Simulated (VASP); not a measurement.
# GaP (I4_1/amd) in VASP: a series of runs

GaP is run at these levels: PBE; tasks: relaxation of cell and atoms, single point.

All numbers are computed with VASP 6.6.1; they aren't measurements. Logs are shortened: lines on timing, memory, paths and dates and some standing lists are left out, and cuts for length are marked.

### 1 The cell of the first run

The structure is tetragonal, space group I4_1/amd (No. 141). The conventional cell has a = 5.251 Å, b = 5.251 Å, c = 5.081 Å, α = 90.00°, β = 90.00°, γ = 90.00°. Within 3.4 Å of Ga (site symmetry -4m2) lie 6 P at 2.54 to 2.92 Å and 4 Ga at 2.92 Å. P (site symmetry -4m2) has 6 Ga at 2.54 to 2.92 Å and 4 P at 2.92 Å within 3.4 Å.

### 2 Relaxation of cell and atoms, PBE

Input file INCAR:

```
PREC = Accurate
ENCUT = 600
EDIFF = 1E-6
ISMEAR = 0
SIGMA = 0.1
LREAL = False
LASPH = True
NELM = 100
ALGO = Normal
ISIF = 3
LWAVE = False
LCHARG = False
GGA = PE
IBRION = 2
NSW = 90
EDIFFG = -0.04
```

Input file KPOINTS:

```
Automatic mesh
0
Gamma
  6 6 6
```

Input file POSCAR:

```
GaP
1.0
   -2.6254572887      2.6254572887      2.5405428886
    2.6254572887     -2.6254572887      2.5405428886
    2.6254572887      2.6254572887     -2.5405428886
Ga P
2 2
Direct
    0.7500000000      0.2500000000      0.5000000000
    0.0000000000      0.0000000000      0.0000000000
    0.5000000000      0.5000000000      0.0000000000
    0.2500000000      0.7500000000      0.5000000000
```

Potentials or basis: VASP PAW PBE potentials, release 64 (Ga_d, P).

Run with:

```console
cat potpaw_PBE.64/Ga_d/POTCAR potpaw_PBE.64/P/POTCAR > POTCAR
mpirun -np 1 vasp_std > vasp.out
```

OUTCAR:

```text
PREC = Accurate
   ENCUT = 600
   EDIFF = 1E-6
   ISMEAR = 0
   LREAL = False
   LASPH = True
   NELM = 100
   ISIF = 3
   GGA = PE
   IBRION = 2
   NSW = 90
   EDIFFG = -0.04

 ion  position               nearest neighbor table
   1  0.750  0.250  0.500-   4 2.54   4 2.54   2 2.92   3 2.92   3 2.92   2 2.92   3 2.92   3 2.92
                             2 2.92   2 2.92
   2  0.000  0.000  0.000-   3 2.54   3 2.54   1 2.92   1 2.92   4 2.92   1 2.92   4 2.92   1 2.92
                             4 2.92   4 2.92
   3  0.500  0.500  0.000-   2 2.54   2 2.54   1 2.92   4 2.92   4 2.92   1 2.92   4 2.92   4 2.92
                             1 2.92   1 2.92
   4  0.250  0.750  0.500-   1 2.54   1 2.54   2 2.92   2 2.92   3 2.92   2 2.92   3 2.92   2 2.92
                             3 2.92   3 2.92

  LATTYP: Found a body centered tetragonal cell.
 ALAT       =     5.2509145774
 C/A-ratio  =     0.9676572914

  Lattice vectors:

 A1 = (  -2.6254572887,   2.6254572887,   2.5405428886)
 A2 = (   2.6254572887,  -2.6254572887,   2.5405428886)
 A3 = (   2.6254572887,   2.6254572887,  -2.5405428886)

Analysis of symmetry for initial positions (statically):
=====================================================================
 Subroutine PRICEL returns:
 Original cell was already a primitive cell.

 Routine SETGRP: Setting up the symmetry group for a
 body centered tetragonal supercell.

 Subroutine GETGRP returns: Found 16 space group operations
 (whereof  8 operations were pure point group operations)
 out of a pool of 16 trial point group operations.

The static configuration has the point symmetry D_2d.
 The point group associated with its full space group is D_4h.

Analysis of symmetry for dynamics (positions and initial velocities):
=====================================================================
 Subroutine PRICEL returns:
 Original cell was already a primitive cell.

 Routine SETGRP: Setting up the symmetry group for a
 body centered tetragonal supercell.

 Subroutine GETGRP returns: Found 16 space group operations
 (whereof  8 operations were pure point group operations)
 out of a pool of 16 trial point group operations.

The dynamic configuration has the point symmetry D_2d.
 The point group associated with its full space group is D_4h.

 Subroutine INISYM returns: Found 16 space group operations
 (whereof  8 operations are pure point group operations),
 and found     1 'primitive' translations

----------------------------------------------------------------------------------------

                                     Primitive cell

  volume of cell :      70.0481

  direct lattice vectors                    reciprocal lattice vectors
    -2.625457289  2.625457289  2.540542889     0.000000000  0.190443014  0.196808329
     2.625457289 -2.625457289  2.540542889     0.190443014  0.000000000  0.196808329
     2.625457289  2.625457289 -2.540542889     0.190443014  0.190443014  0.000000000

  length of vectors
     4.498934331  4.498934331  4.498934331     0.273865040  0.273865040  0.269327094

  position of ions in fractional coordinates (direct lattice)
     0.750000000  0.250000000  0.500000000
     0.000000000  0.000000000  0.000000000
     0.500000000  0.500000000  0.000000000
     0.250000000  0.750000000  0.500000000

  ion indices of the primitive-cell ions
   primitive index   ion index
                 1           1
                 2           2
                 3           3
                 4           4

----------------------------------------------------------------------------------------

 KPOINTS: Automatic mesh

Automatic generation of k-mesh.
 Grid dimensions read from file:
 generate k-points for:    6    6    6
[... 70 lines left out ...]
   ISIF   =      3    stress and relaxation
   ISYM   =      2    0-nonsym 1-usesym 2-fastsym
   POTIM  = 0.5000    time-step for ionic-motion
   TEBEG  =    0.0;   TEEND  =   0.0 temperature during run
   PSTRESS=    0.0 pullay stress
   NELECT =      36.0000    total number of electrons
   NUPDOWN=      -1.0000    fix difference up-down
   EMIN   =  10.00;   EMAX   =-10.00  energy-range for DOS
   EFERMI =   0.00;   METHOD = LEGACY
   ISMEAR =     0;   SIGMA  =   0.10  broadening in eV -4-tet -1-fermi 0-gaus
   EFERMI_NEDOS =   21; number of points for ismear=-14 and -15
   IALGO  =     38    algorithm
   IMIX   =      4    mixing-type and parameters
     AMIX     =   0.40;   BMIX     =  1.00
     AMIX_MAG =   1.60;   BMIX_MAG =  1.00
  volume/ion in A,a.u.               =      17.51       118.18
  Fermi-wavevector in a.u.,A,eV,Ry     =   1.311325  2.478044 23.396198  1.719572
  Thomas-Fermi vector in A             =   2.441794
   LORBIT       =      0    0 simple, 1 ext, 2 COOP (PROOUT), +10 PAW based schemes
   GGA     = PE    functional components
   LHFCALC =     F    Hartree Fock is set to
   AEXX    =    0.0000 exact exchange contribution
   IVDW    =     0    specifies the selected vdW correction
   LEPSILON=     F    determine dielectric tensor
   LRPA    =     F    only Hartree local field effects (RPA)
 conjugate gradient relaxation of ions
 non-spin polarized calculation
 Gauss-broadening in eV      SIGMA  =   0.10
  energy-cutoff  :      600.00
  volume of cell :       70.05
 maximum number of plane-waves:      2366
   NGX = 17   NGY = 17   NGZ = 17

--------------------------------------- Ionic step        1  -------------------------------------------

 number of electron      36.0000015 magnetization

 Free energy of the ion-electron system (eV)
  ---------------------------------------------------
  ext. energy  EPLUGINS =         0.00000000
  ---------------------------------------------------
  free energy    TOTEN  =       -14.98857880 eV

  energy without entropy =      -14.98374720  energy(sigma->0) =      -14.98616300

------------------------ aborting loop because EDIFF is reached ----------------------------------------

  FORCE on cell =-STRESS in cart. coord.  units (eV):
  Direction    XX          YY          ZZ          XY          YZ          ZX
  --------------------------------------------------------------------------------------
  -------------------------------------------------------------------------------------
  Total       -0.4298848     -0.4298848      0.0612172      0.0000000      0.0000000      0.0000000
  in kB       -9.8325517     -9.8325517      1.4001915      0.0000000      0.0000000      0.0000000
  external PRESSURE =      -6.0883040 kB  Pullay stress =       0.0000000 kB

 VOLUME and BASIS-vectors are now :
 -----------------------------------------------------------------------------
  energy-cutoff  :      600.00
  volume of cell :       70.05
      direct lattice vectors                 reciprocal lattice vectors
    -2.625457289  2.625457289  2.540542889     0.000000000  0.190443014  0.196808329
     2.625457289 -2.625457289  2.540542889     0.190443014  0.000000000  0.196808329
     2.625457289  2.625457289 -2.540542889     0.190443014  0.190443014  0.000000000

 POSITION                                       TOTAL-FORCE (eV/Angst)
 -----------------------------------------------------------------------------------
      0.00000      2.62546      1.27027        -0.000000      0.000000     -0.000000
      0.00000      0.00000      0.00000         0.000000     -0.000000     -0.000000
      0.00000      0.00000      2.54054        -0.000000     -0.000000      0.000000
      2.62546      0.00000      1.27027         0.000000     -0.000000      0.000000
 -----------------------------------------------------------------------------------
    total drift:                               -0.000000      0.000000     -0.000000

  FREE ENERGIE OF THE ION-ELECTRON SYSTEM (eV)
  ---------------------------------------------------
  free  energy   TOTEN  =       -14.9885788003 eV

  energy  without entropy=      -14.9837471971  energy(sigma->0) =      -14.98616300

--------------------------------------- Ionic step        2  -------------------------------------------

 number of electron      36.0000019 magnetization

 Free energy of the ion-electron system (eV)
  ---------------------------------------------------
  ext. energy  EPLUGINS =         0.00000000
  ---------------------------------------------------
  free energy    TOTEN  =       -14.99167441 eV

  energy without entropy =      -14.98705010  energy(sigma->0) =      -14.98936225

 E-fermi :   6.8085     XC(G=0): -11.0096

 val. band max:        6.7902892580   @ k =   0.5000   0.0000   0.0000
 cond. band min:       6.8178177513   @ k =   0.3333   0.3333   0.1667
 fundamental gap:      0.0275284933
 Fermi energy:         6.8084642789

 k-point     1 :       0.0000    0.0000    0.0000
  band No.  band energies     occupation
      1      -8.2065      2.00000
      2      -8.1905      2.00000
      3      -8.1554      2.00000
      4      -8.1187      2.00000
      5      -8.1066      2.00000
      6      -8.1066      2.00000
[... 589 lines left out ...]
     21      10.3208      0.00000
     22      11.1730      0.00000

 [... further k-points ...]

------------------------ aborting loop because EDIFF is reached ----------------------------------------

  FORCE on cell =-STRESS in cart. coord.  units (eV):
  Direction    XX          YY          ZZ          XY          YZ          ZX
  --------------------------------------------------------------------------------------
  -------------------------------------------------------------------------------------
  Total       -0.1118328     -0.1118328      0.1463960      0.0000000     -0.0000000      0.0000000
  in kB       -2.5827225     -2.5827225      3.3809435      0.0000000     -0.0000000      0.0000000
  external PRESSURE =      -0.5948339 kB  Pullay stress =       0.0000000 kB

 VOLUME and BASIS-vectors are now :
 -----------------------------------------------------------------------------
  energy-cutoff  :      600.00
  volume of cell :       69.37
      direct lattice vectors                 reciprocal lattice vectors
    -2.611845091  2.611845091  2.542418622     0.000000000  0.191435549  0.196663128
     2.611845091 -2.611845091  2.542418622     0.191435549  0.000000000  0.196663128
     2.611845091  2.611845091 -2.542418622     0.191435549  0.191435549  0.000000000

 POSITION                                       TOTAL-FORCE (eV/Angst)
 -----------------------------------------------------------------------------------
     -0.00000      2.61185      1.27121         0.000000     -0.000000     -0.000000
     -2.61185      2.61185      2.54242         0.000000      0.000000      0.000000
      2.61185      2.61185      0.00000        -0.000000      0.000000      0.000000
      2.61185     -0.00000      1.27121         0.000000      0.000000     -0.000000
 -----------------------------------------------------------------------------------
    total drift:                               -0.000000      0.000000      0.000000

  FREE ENERGIE OF THE ION-ELECTRON SYSTEM (eV)
  ---------------------------------------------------
  free  energy   TOTEN  =       -14.9916744098 eV

  energy  without entropy=      -14.9870500968  energy(sigma->0) =      -14.98936225

 reached required accuracy - stopping structural energy minimisation
```

It took 43 s on 1 thread of Intel Xeon Platinum 8488C (Sapphire Rapids), shared host; peak memory 0.24 GiB.

What came out:

```yaml
Free_energy: -14.9917 eV
Relaxed_volume: 17.34 Å³/atom
Relaxed_cell: a = 4.484 Å, b = 4.484 Å, c = 4.484 Å, α = 108.75°, β = 108.75°, γ = 110.92°
Space_group_after_relaxing_to_0.05_Å: I4_1/amd (No. 141)
Energy_gained_by_relaxing: 0.8 meV/atom
Ionic_steps: 2
Pressure_after_relaxing: -0.1 GPa
Band_gap_on_the_k_mesh: zero (band 18 reaches 7.32 eV, above the bottom of band 19 at 5.72 eV)
```

The path:
| step | energy change (eV) | largest force (eV/Å) | pressure (GPa) | volume (Å³) |
| --- | --- | --- | --- | --- |
| 1 | 0.0000 | 0.0000 | -0.61 | 70.05 |
| 2 | -0.0031 | 0.0000 | -0.06 | 69.37 |

Final structure:
```xyz
4
Lattice="-2.6118 2.6118 2.5424 2.6118 -2.6118 2.5424 2.6118 2.6118 -2.5424" Properties=species:S:1:pos:R:3 pbc="T T T"
Ga    0.0000    2.6118    1.2712
Ga   -2.6118    2.6118    2.5424
P     2.6118    2.6118    0.0000
P     2.6118    0.0000    1.2712
```

(Part 1 of 2 ends here.)
